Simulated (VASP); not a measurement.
Li31Cl32 (a cell with a defect), 63 atoms in the cell. The cell holds a defect, 63 atoms: a = 10.133 Å, b = 10.133 Å, c = 10.133 Å, α = 90.00°, β = 90.00°, γ = 90.00°. 

* Program: VASP 6.6.1
* Task: single point
* Functional: PBEsol
* Potentials or basis: VASP PAW PBE potentials, release 64 (Cl, Li_sv)
* Cutoff: 650 eV
* k mesh: 1 × 1 × 1, shifted
* Occupations: fermi-dirac, width 0.05 eV
* Spin: no spin polarisation
* Dipole correction: no
* Charge: -1
* Further INCAR settings: LREAL = Auto; ALGO = Normal; EDIFF = 1e-06; NBANDS = 196; ISYM = 0; NELECT = 318.0

Potentials or basis: VASP PAW PBE potentials, release 64 (Cl, Li_sv).

The run is started by

```bash
$ cat potpaw_PBE.64/Cl/POTCAR potpaw_PBE.64/Li_sv/POTCAR > POTCAR
$ mpirun -np 1 vasp_std > vasp.out
```

Hardware: 1 thread of Intel(R) Xeon(R) Platinum 8375C CPU @ 2.90GHz (Ice Lake) (shared host).

How long does it take, and how much memory?

Wall time 43 min on 1 thread of Intel(R) Xeon(R) Platinum 8375C CPU @ 2.90GHz (Ice Lake), on a shared host, peak memory 1.5 GiB. Counts: scf iterations 15, k points 4.
